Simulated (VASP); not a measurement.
A run of VASP 6.6.1 is set up as follows.

The input INCAR:

```
SYSTEM = Si10H4Cl
PREC = Accurate
ENCUT = 400
EDIFF = 1E-6
ISMEAR = 0
SIGMA = 0.05
LREAL = .FALSE.
LASPH = .TRUE.
NELM = 120
ALGO = Normal
ISIF = 2
LWAVE = .FALSE.
LCHARG = .FALSE.
GGA = CA
NBANDS = 72
GGA_COMPAT = .FALSE.
NELMDL = -8
```

Contents of KPOINTS:

```
regular mesh
0
G
  2 2 1
  0 0 0
```

Contents of POSCAR:

```
Si10H4Cl
1.0
    7.6791800000      0.0000000000      0.0000000000
    0.0000000000      7.6791800000      0.0000000000
    0.0000000000      0.0000000000     19.2555000000
H Si Cl
8 20 2
Direct
    0.4093920184      0.0000000000      0.0519332139
    0.0906079816      0.0000000000      0.0519332139
    0.9093920184      0.0000000000      0.0519332139
    0.5906079816      0.0000000000      0.0519332139
    0.4093920184      0.5000000000      0.0519332139
    0.0906079816      0.5000000000      0.0519332139
    0.9093920184      0.5000000000      0.0519332139
    0.5906079816      0.5000000000      0.0519332139
    0.2500000000      0.0000000000      0.0968814105
    0.7500000000      0.0000000000      0.0968814105
    0.2500000000      0.5000000000      0.0968814105
    0.7500000000      0.5000000000      0.0968814105
    0.2500618556      0.2502043187      0.1636502817
    0.7499005102      0.2501854365      0.1617377373
    0.2502821916      0.7495874560      0.1695247592
    0.7501840040      0.7506822343      0.1675951287
   -0.0026950794      0.2533930706      0.2299565838
    0.5027452150      0.2533671564      0.2301172652
   -0.0031173901      0.7483597207      0.2404842772
    0.5037041715      0.7483689665      0.2405966088
   -0.0143458025      0.0114983631      0.3042607047
    0.5153593222      0.0114667191      0.3044638675
   -0.0284091531      0.4899498384      0.3067412428
    0.5295793301      0.4899809615      0.3069051959
    0.2504225712      0.1088260726      0.3456525668
    0.7507470850      0.1172843976      0.3700183324
    0.2505531841      0.4069754844      0.3400992963
    0.7507839379      0.4280614597      0.3896969178
    0.7511635357     -0.0096972593      0.4654229181
    1.2489966377      0.2388028409      0.4494681000
```

Potentials or basis: VASP PAW LDA potentials, release 64 (H, Si, Cl).

Launch:

```bash
$ cat potpaw_LDA.64/H/POTCAR potpaw_LDA.64/Si/POTCAR potpaw_LDA.64/Cl/POTCAR > POTCAR
$ mpirun -np 1 vasp_std > vasp.out
```

(1) Predict the band gap on the k mesh.

(2) What does it give for the largest force?

Results:

(1) 0.58 eV (least direct gap 1.00 eV).

(2) 0.481 eV/Å.
